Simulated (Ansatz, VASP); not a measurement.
P: VASP beside Ansatz

INCAR

```
PREC     = Accurate       # precision mode
ENCUT    = 600            # plane-wave cutoff, eV
EDIFF    = 1E-6           # SCF threshold, eV
ISMEAR   = 0              # smearing method
SIGMA    = 0.1            # smearing width, eV
LREAL    = F              # projectors in reciprocal space
LASPH    = T              # aspherical terms in the spheres
NELM     = 60             # most SCF steps
ALGO     = Normal         # electronic algorithm
ISIF     = 3              # what is computed and relaxed
LWAVE    = F              # write WAVECAR
LCHARG   = F              # write CHGCAR
GGA      = PE             # functional
IBRION   = 2              # ionic algorithm
NSW      = 90             # ionic steps
EDIFFG   = -0.04          # ionic threshold
```

Contents of KPOINTS:

```
Automatic mesh
0
Gamma
  6 6 4
```

The input POSCAR:

```
P
1.0
    4.8131764400      0.0000000000      0.0000000000
   -2.4065882200      4.1683330700      0.0000000000
    0.0000000000      0.0000000000      6.5543989100
P
6
Direct
    0.2982654200      0.0000000000      0.5000000000
    0.0000000000      0.2982654200      0.8333333300
    0.7017345800      0.7017345800      0.1666666700
    0.7017345800      0.0000000000      0.5000000000
    0.0000000000      0.7017345800      0.8333333300
    0.2982654200      0.2982654200      0.1666666700
```

Input for Ansatz:

```yaml
crystal:
  lattice:
    - [4.81317644, 0.0, 0.0]
    - [-2.40658822, 4.16833307, 0.0]
    - [0.0, 0.0, 6.55439891]
  atoms:
    - { symbol: P, position: [0.29826542, 0.0, 0.5] }
    - { symbol: P, position: [0.0, 0.29826542, 0.83333333] }
    - { symbol: P, position: [0.70173458, 0.70173458, 0.16666667] }
    - { symbol: P, position: [0.70173458, 0.0, 0.5] }
    - { symbol: P, position: [0.0, 0.70173458, 0.83333333] }
    - { symbol: P, position: [0.29826542, 0.29826542, 0.16666667] }
basis:
  ecutwfc: 420
kpoints:
  mp_grid: { grid: [6, 6, 4] }
hamiltonian:
  xc: pbe
scf:
  occupations: { method: gaussian, width: 0.1 }
  lower_state_search: "off"
output:
  forces: true
  stress: true
  eigenvalues: true
relax:
  adjacent_minimum: "off"
  f_tol: 0.04
  max_steps: 70
  cell: { stress_tol: 0.4 }
```

Alike in both runs: task relaxation of cell and atoms; functional PBE; k mesh 6 × 6 × 4; occupations gaussian, width 0.1 eV; no spin polarisation.

|  | VASP | Ansatz |
| --- | --- | --- |
| version | VASP 6.6.1 | Ansatz 0.2.0 |
| potentials or method | VASP PAW PBE potentials, release 64 (P), cutoff 600 eV | scalar-relativistic, plane waves, PAW |
| valence electrons in the cell | 30 | 30 |

```tsv
	VASP	Ansatz	Ansatz less VASP
gap on the k mesh at the Fermi level, each at its own relaxed structure (eV)	none	none	-
relaxed volume (Å³/atom)	20.13	20.14	+0.016
relaxed cell length with the largest relative difference (Å)	5.280	5.339	+0.0587
```

A gap of «none» marks a metal or a gap that the smearing closes.
